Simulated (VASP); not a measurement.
GaSb (km): single point with PBEsol

GaSb (km):

```
CELL_PARAMETERS angstrom
0.00000 3.05595 3.05595
3.05595 0.00000 3.05595
3.05595 3.05595 0.00000
ATOMIC_POSITIONS crystal
Ga 0.00000 0.00000 0.00000
Sb 0.25000 0.25000 0.25000
```

```yaml
Program: VASP 6.6.1
Task: single point
Functional: PBEsol
Potentials_or_basis: VASP PAW PBE potentials, release 64 (Ga_d, Sb)
Cutoff: 500 eV
k_mesh: 4 × 4 × 4
Occupations: gaussian, width 0.1 eV
Spin: no spin polarisation
Dipole_correction: no
Further_INCAR_settings: ALGO = Normal; EDIFF = 1e-06; NBANDS = 16
```

```
Pressure : 0.7 GPa
```

Levels at points of the mesh, in eV from the Fermi level:
| k point | band 7 | band 8 | band 9 | band 10 | band 11 | band 12 |
| --- | --- | --- | --- | --- | --- | --- |
| (0.00, 0.00, 0.00) | -0.05 | -0.05 | -0.05 | -0.04 | 2.68 | 2.68 |
| (0.50, 0.00, 0.00) | -6.47 | -1.22 | -1.22 | 0.29 | 3.64 | 3.64 |
| (0.50, 0.50, 0.00) | -6.91 | -2.66 | -2.66 | 0.77 | 1.08 | 8.62 |

It took 7 s on 1 thread of AMD EPYC 7R13, with other jobs on the host, peak memory 0.17 GiB.

Caveat: the k points lie up to 0.45 Å⁻¹ apart; the PAW data sets were made with another functional, which shifts forces and pressure a little; spin-orbit coupling is left out, which moves the levels of the heavy elements.
